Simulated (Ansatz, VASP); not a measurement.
Two plane-wave programs on Ag

Contents of INCAR:

```
PREC = Accurate
ENCUT = 520
EDIFF = 1E-8
ISMEAR = -1
SIGMA = 0.05
LREAL = False
LASPH = True
NELM = 150
ALGO = Normal
ISIF = 2
LWAVE = False
LCHARG = False
LNONCOLLINEAR = True
MAGMOM = 0 0 0
LORBIT = 11
LSORBIT = True
GGA_COMPAT = False
LORBMOM = True
LMAXMIX = 4
GGA = PE
LEFG = True
NBANDS = 22
```

KPOINTS

```
Automatic mesh
0
Gamma
  12 12 12
```

The input POSCAR:

```
Ag
1.0
    2.7514544691      0.0000000000      0.0000000000
    0.0000000000      2.7514544691      0.0000000000
    0.0000000000      0.0000000000      2.7514544691
Ag
1
Direct
    0.0000000000      0.0000000000      0.0000000000
```

Input for Ansatz:

```yaml
crystal:
  lattice:
    - [2.7514544691, 0.0, 0.0]
    - [0.0, 2.7514544691, 0.0]
    - [0.0, 0.0, 2.7514544691]
  atoms:
    - { symbol: Ag, position: [0.0, 0.0, 0.0] }
kpoints:
  mp_grid: { grid: [12, 12, 12] }
  band_path:
    path:
      - [0.0, 0.0, 0.0]
      - [0.0, 0.5, 0.0]
      - [0.5, 0.5, 0.0]
      - [0.0, 0.0, 0.0]
      - [0.5, 0.5, 0.5]
      - [0.0, 0.5, 0.0]
      - [0.5, 0.5, 0.5]
      - [0.5, 0.5, 0.0]
    npoints: 5
scf:
  occupations: { method: fermi_dirac, width: 0.05 }
hamiltonian:
  xc: pbe
  pseudopotentials: { kind: paw_fr }
output:
  forces: true
  stress: true
  eigenvalues: true
  efg: { contact_densities: true }
  write_density: true
  write_potential: true
  elf: true
  volumetric_format: npy
magnetization:
  noncollinear: true
  spin_orbit: true
```

Alike in both runs: task electric field gradients; functional PBE; k mesh 12 × 12 × 12; occupations fermi-dirac, width 0.05 eV; non-collinear spin, spin-orbit coupling.

```csv
,VASP,Ansatz
version,VASP 6.6.1,Ansatz 0.2.0
potentials or method,"VASP PAW PBE potentials, release 64 (Ag)","PAW with Ansatz's default frozen-core files, fully relativistic files with spin-orbit coupling"
plane-wave cutoff (eV),520,420
valence electrons in the cell,11,19
```

```tsv
	VASP	Ansatz	Ansatz less VASP
pressure (GPa)	-0.2	-0.1	+0.07
net moment per atom (μB)	0.00	0.00	0.000
```

VASP's potentials hold 11 valence electrons a cell and Ansatz's 19, so a difference there can come from the potentials and not from the codes.
